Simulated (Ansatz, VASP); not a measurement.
## PbO3 in VASP and in Ansatz

```xyz
4
Lattice="-1.8183 1.8183 4.0617 1.8183 -1.8183 4.0617 1.8183 1.8183 -4.0617" Properties=species:S:1:pos:R:3 pbc="T T T"
Pb    0.0000    0.0000    0.0000
O     0.0000    0.0000    4.0617
O     1.8183    0.0000    2.0308
O     0.0000    1.8183    2.0308
```

Alike in both runs: task relaxation of cell and atoms; functional PBE; k mesh 6 × 6 × 6; occupations gaussian, width 0.1 eV; no spin polarisation.

```csv
,VASP,Ansatz
version,VASP 6.6.1,Ansatz 0.2.0
potentials or method,"VASP PAW PBE potentials, release 64 (Pb_d, O), cutoff 600 eV","scalar-relativistic, plane waves, PAW"
valence electrons in the cell,32,32
```

VASP gave:

```
gap on the k mesh at the Fermi level, each at its own relaxed structure (eV) : none
relaxed volume (Å³/atom)                                                     : 11.86
relaxed length of the cell vector where the two differ most in proportion (Å)              : 5.125
```

Problem. What did Ansatz give for the same quantities?

Solution. gap on the k mesh at the Fermi level, each at its own relaxed structure (eV): none; relaxed volume (Å³/atom): 11.85; relaxed length of the cell vector where the two differ most in proportion (Å): 5.124.

A gap of «none» marks a metal or a gap that the smearing closes.

The k mesh is coarse, so the values compare programs but aren't converged. Spin-orbit coupling is off throughout.
